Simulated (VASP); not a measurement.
Ni: single point with LDA

Ni:

```xyz
1
Lattice="0.0000 1.7679 1.7679 1.7679 0.0000 1.7679 1.7679 1.7679 0.0000" Properties=species:S:1:pos:R:3 pbc="T T T"
Ni    0.0000    0.0000    0.0000
```

| Item | Value |
| --- | --- |
| Program | VASP 6.6.1 |
| Task | single point |
| Functional | LDA |
| Potentials or basis | VASP PAW LDA potentials, release 64 (Ni) |
| Cutoff | 600 eV |
| k mesh | 8 × 8 × 8 |
| Occupations | gaussian, width 0.1 eV |
| Spin | collinear spin, ferromagnetic start |
| Starting moments | [2.0] μB |

The pressure is -19.1 GPa and the net moment is 0.70 μB per cell. The site moments are Ni +0.70 μB. The valence electrons inside the program's atomic spheres are Ni 9.29.

Levels at points of the mesh, in eV from the Fermi level:
Spin up:
```csv
k point,band 3,band 4,band 5,band 6,band 7,band 8
"(0.00, 0.00, 0.00)",-2.36,-2.36,-1.24,-1.24,23.66,27.27
"(0.50, 0.00, 0.00)",-2.36,-0.57,-0.57,-0.23,5.57,22.19
"(0.50, 0.50, 0.00)",-0.54,-0.42,-0.42,2.44,9.11,14.62
```
Spin down:
| k point | band 1 | band 2 | band 3 | band 4 | band 5 | band 6 | band 7 | band 8 | band 9 | band 10 |
| --- | --- | --- | --- | --- | --- | --- | --- | --- | --- | --- |
| (0.00, 0.00, 0.00) | -8.81 | -1.66 | -1.66 | -1.66 | -0.58 | -0.58 | 23.66 | 27.35 | 27.35 | 27.35 |
| (0.50, 0.00, 0.00) | -4.29 | -1.72 | -1.72 | -0.17 | 0.17 | 0.17 | 6.01 | 22.18 | 24.43 | 24.43 |
| (0.50, 0.50, 0.00) | -4.13 | -3.50 | 0.14 | 0.37 | 0.37 | 2.52 | 9.43 | 14.72 | 14.72 | 19.87 |

Run time: 7.1 s on 1 thread of Intel(R) Xeon(R) 6975P-C (Granite Rapids) (shared host), peak memory 0.13 GiB.

Caveat: the k points lie up to 0.38 Å⁻¹ apart.
